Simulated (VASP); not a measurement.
A run of VASP 6.6.1:

File INCAR:

```
PREC     = Accurate       # precision mode
ENCUT    = 600            # plane-wave cutoff, eV
EDIFF    = 1E-6           # SCF threshold, eV
ISMEAR   = -1             # smearing method
SIGMA    = 0.1            # smearing width, eV
LREAL    = False          # projectors in reciprocal space
LASPH    = True           # aspherical terms in the spheres
NELM     = 60             # most SCF steps
ALGO     = Normal         # electronic algorithm
ISIF     = 3              # what is computed and relaxed
LWAVE    = False          # write WAVECAR
LCHARG   = False          # write CHGCAR
IBRION   = 2              # ionic algorithm
NSW      = 80             # ionic steps
EDIFFG   = -0.01          # ionic threshold
```

File KPOINTS:

```
regular mesh
0
Gamma
  10 10 10
```

POSCAR

```
Sc
1.0
    3.0000848774      0.0000000000      0.0000000000
    0.0000000000      3.0000848774      0.0000000000
    0.0000000000      0.0000000000      3.0000848774
Sc
1
Direct
    0.0000000000      0.0000000000      0.0000000000
```

Potentials or basis: VASP PAW LDA potentials, release 64 (Sc_sv).

The run is started by

```bash
$ cat potpaw_LDA.64/Sc_sv/POTCAR > POTCAR
$ mpirun -np 1 vasp_std > vasp.out
```

Hardware: 1 thread of Intel Xeon 8259CL, on a shared host.

Q: Estimate the wall time of this run.

A: Run time: 38 s on 1 thread of Intel Xeon 8259CL (shared host), peak memory 0.14 GiB. Counts: scf iterations 29, k points 56, ion steps 4.
